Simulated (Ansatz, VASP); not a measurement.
# One calculation of CdClO, two programs

```
Cd Cl O
1.0
     3.82444    0.00000    0.00000
    -1.91222    3.31206    0.00000
     0.00000    0.00000    9.59433
Cd Cl O
2 2 2
Cartesian
  0.0000 2.2080 4.9800
  1.9122 1.1040 0.1829
  0.0000 2.2080 8.0469
  1.9122 1.1040 3.2498
  0.0000 0.0000 5.5572
  0.0000 0.0000 0.7601
```

Alike in both runs: task single point; functional PBE; k mesh 7 × 7 × 3; no spin polarisation.

```csv
,VASP,Ansatz
version,VASP 6.6.1,Ansatz 0.2.0
potentials or method,"VASP PAW PBE potentials, release 64 (Cd, Cl, O), cutoff 520 eV","plane waves, PAW"
occupations,"methfessel-paxton of order 1, width 0.01 eV","cold, width 0.01 eV"
valence electrons in the cell,50,66
```

```tsv
	VASP	Ansatz	Ansatz less VASP
pressure (GPa)	-2.7	-3.1	-0.42
traceless stress, the component that is largest in VASP (GPa)	1.62	1.88	+0.253
```

VASP's potentials hold 50 valence electrons a cell and Ansatz's 66, so a difference there can come from the potentials and not from the codes.
